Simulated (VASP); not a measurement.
Set up this calculation in VASP 6.6.1, as the native input.

```yaml
Task: single point
Functional: LDA
Potentials_or_basis: VASP PAW LDA potentials, release 64 (Ti_sv)
Cutoff: 520 eV
k_mesh: 10 × 10 × 10
Occupations: fermi-dirac, width 0.1 eV
Spin: no spin polarisation
Dipole_correction: no
Further_INCAR_settings: ALGO = Normal; EDIFF = 1e-07; NBANDS = 19
```

The structure of Ti lies in POSCAR:

```
Ti
1.0
    0.0000000000      2.6804349531      2.6804349531
    2.6804349531      0.0000000000      2.6804349531
    2.6804349531      2.6804349531      0.0000000000
Ti
2
Direct
    0.1250000000      0.1250000000      0.1250000000
    0.8750000000      0.8750000000      0.8750000000
```

One way to write it, as run:

INCAR

```
ALGO = Normal ; EDIFF = 1E-7
ENCUT = 520 ; GGA = CA
ISIF = 2 ; ISMEAR = -1
LASPH = T ; LCHARG = F
LREAL = F ; LWAVE = F
NBANDS = 19 ; NELM = 80
PREC = Accurate ; SIGMA = 0.1
```

KPOINTS

```
k-points
0
Gamma
  10 10 10
```

Potentials or basis: VASP PAW LDA potentials, release 64 (Ti_sv).

The run is started by

```bash
$ cat potpaw_LDA.64/Ti_sv/POTCAR > POTCAR
$ mpirun -np 1 vasp_std > vasp.out
```

Results of the run:

```yaml
Pressure: 0.5 GPa
Band_gap_on_the_k_mesh: zero (band 12 reaches 6.89 eV, above the bottom of band 13 at 6.45 eV)
```

It took 13 s on 1 thread of Intel(R) Xeon(R) 6975P-C (Granite Rapids), with other jobs on the host, peak memory 0.15 GiB.
